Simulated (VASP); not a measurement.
Set up this calculation in VASP 6.6.1, as the native input.

| Property | Result |
| --- | --- |
| Task | single point |
| Functional | PBE |
| Potentials or basis | VASP PAW PBE potentials, release 64 (Nb_sv) |
| Cutoff | 500 eV |
| k mesh | 11 × 11 × 11 |
| Occupations | gaussian, width 0.024 eV |
| Spin | no spin polarisation |
| Dipole correction | no |
| Further INCAR settings | ALGO = Normal; EDIFF = 1e-06; NBANDS = 12 |

The structure of Nb lies in POSCAR:

```
Nb
1.0
   -1.6639500000      1.6639500000      1.6639500000
    1.6639500000     -1.6639500000      1.6639500000
    1.6639500000      1.6639500000     -1.6639500000
Nb
1
Direct
    0.0000000000      0.0000000000      0.0000000000
```

The input as run:

INCAR

```
PREC = Accurate
ENCUT = 500
EDIFF = 1E-6
ISMEAR = 0
SIGMA = 0.024
LREAL = False
LASPH = True
NELM = 120
ALGO = Normal
ISIF = 2
LWAVE = False
LCHARG = True
GGA = PE
LELF = True
LVHAR = True
NBANDS = 12
GGA_COMPAT = False
```

KPOINTS

```
Automatic mesh
0
Gamma
  11 11 11
```

Potentials or basis: VASP PAW PBE potentials, release 64 (Nb_sv).

Command:

```sh
$ cat potpaw_PBE.64/Nb_sv/POTCAR > POTCAR
$ mpirun -np 1 vasp_std > vasp.out
```

Results of the run:

```
Pressure : -2.1 GPa
```

Wall time 15 s on 1 thread of Intel Xeon 8259CL (shared host), peak memory 0.14 GiB.
